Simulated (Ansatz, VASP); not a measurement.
WC: VASP beside Ansatz

INCAR

```
SYSTEM = WC
PREC     = Accurate       ! precision mode
ENCUT    = 1300           ! plane-wave cutoff, eV
EDIFF    = 1E-6           ! SCF threshold, eV
ISMEAR   = -1             ! smearing method
SIGMA    = 0.05           ! smearing width, eV
LREAL    = .False.        ! projectors in reciprocal space
LASPH    = .True.         ! aspherical terms in the spheres
NELM     = 120            ! most SCF steps
ALGO     = Normal         ! electronic algorithm
ISIF     = 2              ! what is computed and relaxed
LWAVE    = .False.        ! write WAVECAR
LCHARG   = .True.         ! write CHGCAR
GGA      = PE             ! functional
LELF     = .True.         ! ELF
LVHAR    = .True.       
NBANDS   = 16             ! bands
GGA_COMPAT= .False.
```

File KPOINTS:

```
regular mesh
0
Gamma
  10 10 10
  0 0 0
```

The input POSCAR:

```
WC
1.0
    0.0000000000      2.1779675566      2.1779675566
    2.1779675566      0.0000000000      2.1779675566
    2.1779675566      2.1779675566      0.0000000000
W C
1 1
Direct
    0.0000000000      0.0000000000      0.0000000000
    0.5000000000      0.5000000000      0.5000000000
```

Contents of input.yaml:

```yaml
crystal:
  lattice:
    - [0.0, 2.1779675566, 2.1779675566]
    - [2.1779675566, 0.0, 2.1779675566]
    - [2.1779675566, 2.1779675566, 0.0]
  atoms:
    - { symbol: W, position: [0.0, 0.0, 0.0] }
    - { symbol: C, position: [0.5, 0.5, 0.5] }
hamiltonian:
  xc: pbe
  pseudopotentials: { kind: paw }
kpoints:
  mp_grid: { grid: [10, 10, 10] }
scf:
  occupations: { method: fermi_dirac, width: 0.05 }
output:
  forces: true
  stress: true
  eigenvalues: true
```

Alike in both runs: task single point; functional PBE; k mesh 10 × 10 × 10; occupations fermi-dirac, width 0.05 eV; no spin polarisation.

|  | VASP | Ansatz |
| --- | --- | --- |
| version | VASP 6.6.1 | Ansatz 0.2.0 |
| potentials or method | VASP PAW PBE potentials, release 64 (W_sv, C_h) | Ansatz PAW |
| plane-wave cutoff (eV) | 1300 | 420 |
| valence electrons in the cell | 18 | 18 |

VASP gave:

```
gap on the k mesh at the Fermi level (eV) : none
pressure (GPa)                            : 7.0
```

Task: Which values does Ansatz return?

Result: gap on the k mesh at the Fermi level (eV): none; pressure (GPa): 6.1.

A gap of «none» marks a metal or a gap that the smearing closes.

Spin-orbit coupling is off throughout.
